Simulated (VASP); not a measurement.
Runs of VASP 6.6.1 on AlN. The structure is that of space group P6_3mc (No. 186), or close to it. The cells are those of the table. 

| task | cell | cutoff (eV) | gap on the mesh (eV) | pressure (GPa) | largest force (eV/Å) |
| --- | --- | --- | --- | --- | --- |
| single point | a = 3.018, b = 3.018, c = 4.978 Å, angles 90.0, 90.0, 120.0°, 4 atoms | 600 | 4.71 | (c) | 0.60 |
| electric field gradients | a = 3.111, b = 3.124, c = 4.978 Å, angles 90.2, 90.6, 120.4°, 4 atoms | 520 | 4.08 | 0.6 | 0.26 |
| electric field gradients | a = 3.173, b = 3.173, c = 4.978 Å, angles 90.0, 90.0, 120.0°, 4 atoms | 520 | 3.70 | -7.2 | 0.02 |
| electric field gradients | a = 3.111, b = 3.111, c = 4.878 Å, angles 90.0, 90.0, 120.0°, 4 atoms | 520 | (b) | 4.6 | 0.10 |
| single point | a = 3.173, b = 3.173, c = 4.978 Å, angles 90.0, 90.0, 120.0°, 4 atoms | 600 | 3.70 | (a) | 0.02 |
| electric field gradients | a = 3.018, b = 3.018, c = 4.978 Å, angles 90.0, 90.0, 120.0°, 4 atoms | 520 | 4.71 | 15.5 | 0.60 |
| electric field gradients | a = 3.111, b = 3.111, c = 5.028 Å, angles 90.0, 90.0, 120.0°, 4 atoms | 520 | 4.03 | -1.3 | 0.28 |

Alike in all rows: level PBEsol; potentials or basis VASP PAW PBE potentials, release 64 (Al, N); no spin polarisation; k mesh 11 × 11 × 6; smearing fermi-dirac 0.02 eV.

**Question.** Estimate the missing entries.

**Answer.** (a) -7.3; (b) 4.21; (c) 15.3.

Caveats: the PAW data sets were made with another functional, which shifts forces and pressure a little; the stress differs along the axes, from -9 to -3 GPa (at least some runs); the stress differs along the axes, from 3 to 21 GPa (at least some runs); the stress differs along the axes, from 3 to 9 GPa (at least some runs); the stress differs along the axes, from 4 to 21 GPa (at least some runs); the stress differs along the axes, from -5 to 1 GPa (at least some runs).

A k mesh can miss the band edges.
